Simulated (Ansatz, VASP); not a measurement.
## Two plane-wave programs on ZnSe

POSCAR

```
ZnSe
1.0
    0.0000000000      2.8338000000      2.8338000000
    2.8338000000      0.0000000000      2.8338000000
    2.8338000000      2.8338000000      0.0000000000
Se Zn
1 1
Direct
    0.7500000000      0.7500000000      0.7500000000
    0.0000000000      0.0000000000      0.0000000000
```

INCAR.step1

```
SYSTEM = ZnSe
PREC = Accurate
ENCUT = 520
EDIFF = 1E-5
ISMEAR = -1
SIGMA = 0.05
LREAL = .False.
LASPH = .True.
NELM = 80
ALGO = Normal
ISIF = 2
LWAVE = .True.
LCHARG = .False.
GGA = PE
NBANDS = 16
```

Contents of INCAR.step2:

```
SYSTEM = ZnSe
PREC = Accurate
ENCUT = 520
EDIFF = 1E-6
ISMEAR = -1
SIGMA = 0.05
LREAL = .False.
LASPH = .True.
NELM = 80
ALGO = Normal
ISIF = 2
LWAVE = .False.
LCHARG = .False.
GGA = PE
LHFCALC = .True.
AEXX = 0.25
HFSCREEN = 0.15
PRECFOCK = Normal
ISTART = 1
NBANDS = 16
```

Contents of KPOINTS:

```
regular mesh
0
Gamma
  4 4 4
  0 0 0
```

input.yaml

```yaml
crystal:
  lattice:
    - [0.0, 2.8338, 2.8338]
    - [2.8338, 0.0, 2.8338]
    - [2.8338, 2.8338, 0.0]
  atoms:
    - { symbol: Se, position: [0.75, 0.75, 0.75] }
    - { symbol: Zn, position: [0.0, 0.0, 0.0] }
hamiltonian:
  xc:
    exchange: pbe
    correlation: pbe
    exx: { coeff: 0.25, omega: 0.15 }
  pseudopotentials: { kind: paw }
kpoints:
  mp_grid: { grid: [4, 4, 4] }
scf:
  occupations: { method: fermi_dirac, width: 0.05 }
output:
  forces: true
  stress: true
  eigenvalues: true
```

Alike in both runs: task single point; functional PBE-based screened hybrid; k mesh 4 × 4 × 4; occupations fermi-dirac, width 0.05 eV; no spin polarisation.

```csv
,VASP,Ansatz
version,VASP 6.6.1,Ansatz 0.2.0
potentials or method,"VASP PAW PBE potentials, release 64 (Se, Zn)",Ansatz PAW
plane-wave cutoff (eV),520,420
valence electrons in the cell,18,28
```

```tsv
	VASP	Ansatz	Ansatz less VASP
gap on the k mesh at the Fermi level (eV)	2.59	2.59	+0.004
least direct gap on the mesh (eV)	2.59	2.59	+0.004
pressure (GPa)	1.3	1.4	+0.04
```

VASP's potentials were made for PBE, not for PBE-based screened hybrid. VASP's potentials hold 18 valence electrons a cell and Ansatz's 28, so a difference there can come from the potentials and not from the codes.

The k mesh is coarse, so the values compare programs but aren't converged.
